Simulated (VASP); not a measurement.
# SiNi (Pm) in VASP: single point with PBE

Aim: the single point of SiNi with PBE.

All numbers are computed with VASP 6.6.1; they aren't measurements. Logs are shortened: lines on timing, memory, paths and dates and some standing lists are left out, and cuts for length are marked.

### Step 1. The cell of the first run

Symmetry: Pm, No. 6, monoclinic system. Conventional cell: a = 3.055 Å, b = 3.258 Å, c = 4.709 Å, α = 90.00°, β = 90.00°, γ = 90.00°. Si (site symmetry m) has 6 Ni at 2.23 to 2.52 Å and 4 Si at 2.68 Å within 2.9 Å. Within 3.1 Å of Si (site symmetry m) lie 6 Ni at 2.28 to 2.65 Å and 6 Si at 2.68 to 3.06 Å. Within 2.9 Å of Ni (site symmetry m) lie 6 Si at 2.23 to 2.65 Å and 4 Ni at 2.44 to 2.79 Å. Ni (site symmetry m) has 6 Si at 2.35 to 2.40 Å and 6 Ni at 2.44 to 3.06 Å within 3.1 Å.

### Step 2. Single point, PBE (atom 3 (Ni) moved by (-0.300, +0.150) A along x and z)

Input file INCAR:

```
ALGO = Normal ; EDIFF = 1E-6
ENCUT = 690 ; GGA = PE
GGA_COMPAT = False ; ISIF = 2
ISMEAR = 0 ; LASPH = True
LCHARG = False ; LREAL = False
LWAVE = False ; NBANDS = 30
NELM = 120 ; PREC = Accurate
SIGMA = 0.15
```

Input file KPOINTS:

```
k-points
0
Gamma
  16 14 10
```

Input file POSCAR:

```
SiNi
1.0
    3.0552835660      0.0000000000      0.0000000000
    0.0000000000      3.2583147222      0.0000000000
    0.0000000000      0.0000000000      4.7093899546
Si Ni
2 2
Direct
    0.5000000000      0.5000000000      0.8431827244
    0.0000000000      0.0000000000      0.1568172756
    0.4018094414      0.5000000000      0.3741572359
    0.0000000000      0.0000000000      0.6576940233
```

Potentials or basis: VASP PAW PBE potentials, release 64 (Si, Ni_sv_GW).

The run is started by

```bash
$ cat potpaw_PBE.64/Si/POTCAR potpaw_PBE.64/Ni_sv_GW/POTCAR > POTCAR
$ mpirun -np 1 vasp_std > vasp.out
```

OUTCAR:

```text
EDIFF = 1E-6
   ENCUT = 690
   GGA = PE
   ISIF = 2
   ISMEAR = 0
   LASPH = True
   LREAL = False
   NELM = 120
   PREC = Accurate

 ion  position               nearest neighbor table
   1  0.500  0.500  0.843-   3 2.23   4 2.40   4 2.40   4 2.40   4 2.40   3 2.52   2 2.68   2 2.68
                             2 2.68   2 2.68
   2  0.000  0.000  0.157-   3 2.28   3 2.28   4 2.35   4 2.36   3 2.65   3 2.65   1 2.68   1 2.68
                             1 2.68   1 2.68
   3  0.402  0.500  0.374-   1 2.23   2 2.28   2 2.28   4 2.44   4 2.44   1 2.52   2 2.65   2 2.65

   4  0.000  0.000  0.658-   2 2.35   2 2.36   1 2.40   1 2.40   1 2.40   1 2.40   3 2.44   3 2.44

  LATTYP: Found a simple orthorhombic cell.
 ALAT       =     3.0552835660
 B/A-ratio  =     1.0664524755
 C/A-ratio  =     1.5413921009

  Lattice vectors:

 A1 = (   3.0552835660,   0.0000000000,   0.0000000000)
 A2 = (   0.0000000000,   3.2583147222,   0.0000000000)
 A3 = (   0.0000000000,   0.0000000000,   4.7093899546)

Analysis of symmetry for initial positions (statically):
=====================================================================
 Subroutine PRICEL returns:
 Original cell was already a primitive cell.

 Routine SETGRP: Setting up the symmetry group for a
 simple orthorhombic supercell.

 Subroutine GETGRP returns: Found  2 space group operations
 (whereof  2 operations were pure point group operations)
 out of a pool of  8 trial point group operations.

The static configuration has the point symmetry C_1h.

Analysis of symmetry for dynamics (positions and initial velocities):
=====================================================================
 Subroutine PRICEL returns:
 Original cell was already a primitive cell.

 Routine SETGRP: Setting up the symmetry group for a
 simple orthorhombic supercell.

 Subroutine GETGRP returns: Found  2 space group operations
 (whereof  2 operations were pure point group operations)
 out of a pool of  8 trial point group operations.

The dynamic configuration has the point symmetry C_1h.

 Subroutine INISYM returns: Found  2 space group operations
 (whereof  2 operations are pure point group operations),
 and found     1 'primitive' translations

----------------------------------------------------------------------------------------

                                     Primitive cell

  volume of cell :      46.8823

  direct lattice vectors                    reciprocal lattice vectors
     3.055283566  0.000000000  0.000000000     0.327301862  0.000000000  0.000000000
     0.000000000  3.258314722  0.000000000     0.000000000  0.306907124  0.000000000
     0.000000000  0.000000000  4.709389955     0.000000000  0.000000000  0.212341728

  length of vectors
     3.055283566  3.258314722  4.709389955     0.327301862  0.306907124  0.212341728

  position of ions in fractional coordinates (direct lattice)
     0.500000000  0.500000000  0.843182724
     0.000000000  0.000000000  0.156817276
     0.401809441  0.500000000  0.374157236
     0.000000000  0.000000000  0.657694023

  ion indices of the primitive-cell ions
   primitive index   ion index
                 1           1
                 2           2
                 3           3
                 4           4

----------------------------------------------------------------------------------------

 KPOINTS: k-points

Automatic generation of k-mesh.
 Grid dimensions read from file:
 generate k-points for:   16   14   10

 Generating k-lattice:

  Cartesian coordinates                     Fractional coordinates (reciprocal lattice)
     0.020456366  0.000000000  0.000000000     0.062500000  0.000000000  0.000000000
     0.000000000  0.021921937  0.000000000     0.000000000  0.071428571  0.000000000
     0.000000000  0.000000000  0.021234173     0.000000000  0.000000000  0.100000000

  Length of vectors
     0.020456366  0.021921937  0.021234173

  Shift w.r.t. Gamma in fractional coordinates (k-lattice)
     0.000000000  0.000000000  0.000000000

 Subroutine IBZKPT returns following result:
 ===========================================

 Found    656 irreducible k-points:

 Following reciprocal coordinates:
            Coordinates               Weight
  0.000000  0.000000  0.000000      1.000000
  0.062500  0.000000  0.000000      2.000000
  0.125000  0.000000  0.000000      2.000000
  0.187500  0.000000  0.000000      2.000000
  0.250000  0.000000  0.000000      2.000000
  0.312500  0.000000  0.000000      2.000000
[... 16 lines left out ...]
  0.250000  0.142857  0.000000      4.000000
  0.312500  0.142857  0.000000      4.000000
 [... further k-points ...]
   k-points           NKPTS =    656   k-points in BZ     NKDIM =    656   number of bands    NBANDS=     30
   number of dos      NEDOS =    301   number of ions     NIONS =      4
   total plane-waves  NPLWV =  31360
   dimension x,y,z NGX =    28 NGY =   28 NGZ =   40
   dimension x,y,z NGXF=    56 NGYF=   56 NGZF=   80
   ions per type =               2   2
   NGX,Y,Z   is equivalent  to a cutoff of  15.24, 14.29, 14.12 a.u.
   NGXF,Y,Z  is equivalent  to a cutoff of  30.47, 28.57, 28.24 a.u.
 SYSTEM =  unknown system
   PREC   = accura    normal or accurate (medium, high low for compatibility)
   ISTART =      0    job   : 0-new  1-cont  2-samecut
   ICHARG =      2    charge: 1-file 2-atom 10-const
   ISPIN  =      1    spin polarized calculation?
   LNONCOLLINEAR =      F non collinear calculations
   LSORBIT =      F    spin-orbit coupling
   LASPH  =      T    aspherical Exc in radial PAW
   ENCUT  =  690.0 eV  50.71 Ry    7.12 a.u.   6.54  6.98 10.09*2*pi/ulx,y,z
   NELM   =    120;   NELMIN=  2; NELMDL= -5     # of ELM steps
   EDIFF  = 0.1E-05   stopping-criterion for ELM
   LREAL  =      F    real-space projection
   EDIFFG = 0.1E-04   stopping-criterion for IOM
   NSW    =      0    number of steps for IOM
   IBRION =     -1    ionic relax: 0-MD 1-quasi-New 2-CG
   NFREE  =      0    steps in history (QN), initial steepest desc. (CG)
   ISIF   =      2    stress and relaxation
   ISYM   =      2    0-nonsym 1-usesym 2-fastsym
   POTIM  = 0.5000    time-step for ionic-motion
   TEBEG  =    0.0;   TEEND  =   0.0 temperature during run
   PSTRESS=    0.0 pullay stress
   NELECT =      44.0000    total number of electrons
   NUPDOWN=      -1.0000    fix difference up-down
   EMIN   =  10.00;   EMAX   =-10.00  energy-range for DOS
   EFERMI =   0.00;   METHOD = LEGACY
   ISMEAR =     0;   SIGMA  =   0.15  broadening in eV -4-tet -1-fermi 0-gaus
   EFERMI_NEDOS =   21; number of points for ismear=-14 and -15
   IALGO  =     38    algorithm
   IMIX   =      4    mixing-type and parameters
     AMIX     =   0.40;   BMIX     =  1.00
     AMIX_MAG =   1.60;   BMIX_MAG =  1.00
  volume/ion in A,a.u.               =      11.72        79.09
  Fermi-wavevector in a.u.,A,eV,Ry     =   1.602837  3.028922 34.954537  2.569086
  Thomas-Fermi vector in A             =   2.699595
   LORBIT       =      0    0 simple, 1 ext, 2 COOP (PROOUT), +10 PAW based schemes
   GGA     = PE    functional components
   LHFCALC =     F    Hartree Fock is set to
   AEXX    =    0.0000 exact exchange contribution
   IVDW    =     0    specifies the selected vdW correction
   LEPSILON=     F    determine dielectric tensor
   LRPA    =     F    only Hartree local field effects (RPA)
 non-spin polarized calculation
 Gauss-broadening in eV      SIGMA  =   0.15
  energy-cutoff  :      690.00
  volume of cell :       46.88
 maximum number of plane-waves:      1960
 NGX is ok and might be reduce to    28
   NGX = 13   NGY = 13   NGZ = 21

 number of electron      43.9999976 magnetization

 Free energy of the ion-electron system (eV)
  ---------------------------------------------------
  ext. energy  EPLUGINS =         0.00000000
  ---------------------------------------------------
  free energy    TOTEN  =       -25.10369005 eV

  energy without entropy =      -25.09010034  energy(sigma->0) =      -25.09689519

 E-fermi :  10.4047     XC(G=0): -12.6969

 val. band max:       10.3967146089   @ k =   0.3750   0.5000  -0.3000
 cond. band min:      10.4080966555   @ k =   0.5000   0.2857   0.4000
 fundamental gap:      0.0113820466
 Fermi energy:        10.4046587171

 k-point     1 :       0.0000    0.0000    0.0000
  band No.  band energies     occupation
      1     -93.4643      2.00000
      2     -93.3985      2.00000
      3     -53.9768      2.00000
      4     -53.9347      2.00000
      5     -53.8669      2.00000
      6     -53.7971      2.00000
[... 22 lines left out ...]
     29      18.4748      0.00000
     30      19.5055      0.00000

 k-point     2 :       0.0625    0.0000    0.0000
  band No.  band energies     occupation
      1     -93.4644      2.00000
      2     -93.3986      2.00000
      3     -53.9768      2.00000
      4     -53.9350      2.00000
      5     -53.8667      2.00000
      6     -53.7973      2.00000
[... 22 lines left out ...]
     29      18.5449      0.00000
     30      19.5251      0.00000

 k-point     3 :       0.1250    0.0000    0.0000
  band No.  band energies     occupation
      1     -93.4643      2.00000
      2     -93.3986      2.00000
      3     -53.9766      2.00000
      4     -53.9357      2.00000
      5     -53.8659      2.00000
      6     -53.7978      2.00000
[... 22 lines left out ...]
     29      18.7533      0.00000
     30      19.6052      0.00000

 k-point     4 :       0.1875    0.0000    0.0000
  band No.  band energies     occupation
      1     -93.4642      2.00000
      2     -93.3986      2.00000
      3     -53.9763      2.00000
      4     -53.9368      2.00000
      5     -53.8647      2.00000
      6     -53.7985      2.00000
[... 616 lines left out ...]
     29      17.9485      0.00000
     30      19.2978      0.00000

 k-point    23 :       0.2500    0.1429    0.0000
  band No.  band energies     occupation
      1     -93.4638      2.00000
      2     -93.3987      2.00000
      3     -53.9751      2.00000
      4     -53.9402      2.00000
      5     -53.8621      2.00000
      6     -53.8033      2.00000
[... 22 lines left out ...]
     29      17.3242      0.00000
     30      20.8567      0.00000

 k-point    24 :       0.3125    0.1429    0.0000
  band No.  band energies     occupation
      1     -93.4635      2.00000
      2     -93.3986      2.00000
      3     -53.9745      2.00000
      4     -53.9410      2.00000
      5     -53.8614      2.00000
      6     -53.8051      2.00000
[... 22 lines left out ...]
     29      17.6198      0.00000
     30      21.0749      0.00000

 [... further k-points ...]

------------------------ aborting loop because EDIFF is reached ----------------------------------------

  FORCE on cell =-STRESS in cart. coord.  units (eV):
  Direction    XX          YY          ZZ          XY          YZ          ZX
  --------------------------------------------------------------------------------------
  -------------------------------------------------------------------------------------
  Total        0.2134624      1.5944385      0.5487655      0.0000000      0.0000000      0.4219905
  in kB        7.2949563     54.4890391     18.7537509      0.0000000      0.0000000     14.4212889
  external PRESSURE =      26.8459154 kB  Pullay stress =       0.0000000 kB

 VOLUME and BASIS-vectors are now :
 -----------------------------------------------------------------------------
  energy-cutoff  :      690.00
  volume of cell :       46.88
      direct lattice vectors                 reciprocal lattice vectors
     3.055283566  0.000000000  0.000000000     0.327301862  0.000000000  0.000000000
     0.000000000  3.258314722  0.000000000     0.000000000  0.306907124  0.000000000
     0.000000000  0.000000000  4.709389955     0.000000000  0.000000000  0.212341728

 POSITION                                       TOTAL-FORCE (eV/Angst)
 -----------------------------------------------------------------------------------
      1.52764      1.62916      3.97088        -0.142070      0.000000      0.972005
      0.00000      0.00000      0.73851        -0.701400      0.000000      0.056443
      1.22764      1.62916      1.76205         1.805779      0.000000     -1.709435
      0.00000      0.00000      3.09734        -0.962310      0.000000      0.680987
 -----------------------------------------------------------------------------------
    total drift:                               -0.000226      0.000000     -0.000826

  FREE ENERGIE OF THE ION-ELECTRON SYSTEM (eV)
  ---------------------------------------------------
  free  energy   TOTEN  =       -25.1036900529 eV

  energy  without entropy=      -25.0901003368  energy(sigma->0) =      -25.09689519
```

Wall time 21 min (1 thread of Intel Xeon Platinum 8488C (Sapphire Rapids), shared host); peak memory 1.3 GiB.

Results:

* Free energy: -25.1037 eV
* Pressure: 2.7 GPa
* Largest force: 2.487 eV/Å
* Band gap on the k mesh: zero (bands 22 and 23 overlap by 2.55 eV)

Forces on the atoms (eV/Å):
```
Si  -0.142  0.000  0.972
Si  -0.701  0.000  0.056
Ni   1.806  0.000 -1.709
Ni  -0.962  0.000  0.681
```

Caveat: the cell differs from its parent crystal (atom 3 (Ni) moved by (-0.300, +0.150) A along x and z); forces of over 1 eV/Å act on the atoms, so gaps and moduli don't describe the material at rest. Spin polarisation is off, so any magnetic state and its effect on volume and gap are missing.
